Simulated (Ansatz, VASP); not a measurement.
Two plane-wave programs on Cs3LiCd

The input INCAR:

```
SYSTEM = Cs3LiCd
PREC     = Accurate       ! precision mode
ENCUT    = 600            ! plane-wave cutoff, eV
EDIFF    = 1E-6           ! SCF threshold, eV
ISMEAR   = 0              ! smearing method
SIGMA    = 0.1            ! smearing width, eV
LREAL    = .False.        ! projectors in reciprocal space
LASPH    = .True.         ! aspherical terms in the spheres
NELM     = 80             ! most SCF steps
ALGO     = Fast           ! electronic algorithm
ISIF     = 3              ! what is computed and relaxed
LWAVE    = .False.        ! write WAVECAR
LCHARG   = .False.        ! write CHGCAR
GGA      = PE             ! functional
IBRION   = 2              ! ionic algorithm
NSW      = 100            ! ionic steps
EDIFFG   = -0.01          ! ionic threshold
```

Contents of KPOINTS:

```
Automatic mesh
0
Gamma
  6 6 6
  0 0 0
```

File POSCAR:

```
Cs3LiCd
1.0
    7.5834898496      0.0000000000      0.0000000000
    0.0000000000      7.5834898496      0.0000000000
    0.0000000000      0.0000000000      7.5834898496
Cs Li Cd
3 1 1
Direct
    0.0000000000      0.5000000000      0.5000000000
    0.5000000000      0.0000000000      0.5000000000
    0.5000000000      0.5000000000      0.0000000000
    0.5000000000      0.5000000000      0.5000000000
    0.0000000000      0.0000000000      0.0000000000
```

Input for Ansatz:

```yaml
crystal:
  lattice:
    - [7.5834898496, 0.0, 0.0]
    - [0.0, 7.5834898496, 0.0]
    - [0.0, 0.0, 7.5834898496]
  atoms:
    - { symbol: Cs, position: [0.0, 0.5, 0.5] }
    - { symbol: Cs, position: [0.5, 0.0, 0.5] }
    - { symbol: Cs, position: [0.5, 0.5, 0.0] }
    - { symbol: Li, position: [0.5, 0.5, 0.5] }
    - { symbol: Cd, position: [0.0, 0.0, 0.0] }
basis:
  ecutwfc: 420
kpoints:
  mp_grid: { grid: [6, 6, 6] }
hamiltonian:
  xc: pbe
scf:
  occupations: { method: gaussian, width: 0.1 }
output:
  forces: true
  stress: true
  eigenvalues: true
relax:
  adjacent_minimum: "off"
  f_tol: 0.01
  max_steps: 80
  cell: { stress_tol: 0.05 }
```

Alike in both runs: task relaxation of cell and atoms; functional PBE; k mesh 6 × 6 × 6; occupations gaussian, width 0.1 eV; no spin polarisation.

|  | VASP | Ansatz |
| --- | --- | --- |
| version | VASP 6.6.1 | Ansatz 0.2.0 |
| potentials or method | VASP PAW PBE potentials, release 64 (Cs_sv, Li_sv, Cd), cutoff 600 eV | scalar-relativistic, plane waves, PAW |
| valence electrons in the cell | 42 | 50 |

|  | VASP | Ansatz | Ansatz less VASP |
| --- | --- | --- | --- |
| gap on the k mesh at the Fermi level, each at its own relaxed structure (eV) | none | none | - |
| relaxed volume (Å³/atom) | 87.22 | 87.22 | 0.000 |
| relaxed length of the cell vector where the two differ most in proportion (Å) | 7.583 | 7.583 | 0.0000 |

A gap of «none» marks a metal or a gap that the smearing closes. VASP's potentials hold 42 valence electrons a cell and Ansatz's 50, so a difference there can come from the potentials and not from the codes.

Neither program's run includes spin-orbit coupling. Noted on VASP's run: the cutoff is under 1.25 times that of the potentials, so the pressure is a little rough; the relaxation stopped at its first step, so nothing moved.
